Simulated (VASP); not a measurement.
The system is Br.

```xyz
2
Lattice="0.0000 3.2400 3.2400 3.2400 0.0000 3.2400 3.2400 3.2400 0.0000" Properties=species:S:1:pos:R:3 pbc="T T T"
Br    0.0000    0.0000    0.0000
Br    1.6200    1.6200    1.6200
```

| Quantity | Value |
| --- | --- |
| Program | VASP 6.6.1 |
| Task | relaxation of cell and atoms |
| Functional | PBE |
| Potentials or basis | VASP PAW PBE potentials, release 64 (Br) |
| Cutoff | 600 eV |
| k mesh | 12 × 12 × 12 |
| Occupations | fermi-dirac, width 0.05 eV |
| Spin | no spin polarisation |

At the start: pressure 6.3 GPa; volume 34.01 Å³/atom.

Question: Where does the relaxation end?

Answer: Over 4 steps the energy falls by 141.3 meV/atom and the volume is 43.02 Å³/atom (+26.5 %); space group Fd-3m (No. 227, to 0.05 Å).

Step by step:
| step | energy change (eV) | largest force (eV/Å) | pressure (GPa) | volume (Å³) |
| --- | --- | --- | --- | --- |
| 1 | 0.0000 | 0.0000 | 6.33 | 68.02 |
| 2 | -0.2739 | 0.0000 | 0.77 | 82.13 |
| 3 | -0.2819 | 0.0000 | -0.20 | 87.11 |
| 4 | -0.2826 | 0.0000 | -0.02 | 86.03 |

Final structure:
```
Br
1.0
     0.00000    3.50382    3.50382
     3.50382    0.00000    3.50382
     3.50382    3.50382    0.00000
Br
2
Direct
  0.00000 0.00000 0.00000
  0.25000 0.25000 0.25000
```

Caveat: the volume moved by over 15 % at a fixed basis, so the end points are rough.
